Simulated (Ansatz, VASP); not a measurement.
**Li2IF: VASP beside Ansatz**

```
CELL_PARAMETERS angstrom
1.89169 1.09217 5.79813
-1.89169 1.09217 5.79813
0.00000 -2.18434 5.79813
ATOMIC_POSITIONS crystal
Li 0.27073 0.27073 0.27073
Li 0.72927 0.72927 0.72927
I 0.50000 0.50000 0.50000
F 0.00000 0.00000 0.00000
```

Alike in both runs: task relaxation of cell and atoms; functional PBE; k mesh 9 × 9 × 9; occupations gaussian, width 0.02 eV; no spin polarisation.

|  | VASP | Ansatz |
| --- | --- | --- |
| version | VASP 6.6.1 | Ansatz 0.2.0 |
| potentials or method | VASP PAW PBE potentials, release 64 (Li_sv, I, F), cutoff 600 eV | scalar-relativistic, plane waves, PAW |
| valence electrons in the cell | 20 | 30 |

Ansatz gave:

```
gap on the k mesh at the Fermi level, each at its own relaxed structure (eV) : 1.98
relaxed volume (Å³/atom)                                                     : 17.94
relaxed cell length with the largest relative difference (Å)                 : 6.216
```

Problem. Estimate VASP's values.

Solution. gap on the k mesh at the Fermi level, each at its own relaxed structure (eV): 1.96; relaxed volume (Å³/atom): 17.84; relaxed cell length with the largest relative difference (Å): 6.209.

VASP's potentials hold 20 valence electrons a cell and Ansatz's 30, so a difference there can come from the potentials and not from the codes.

Neither program's run includes spin-orbit coupling. Noted on VASP's run: the cutoff is short for stress, so the pressure is rough.
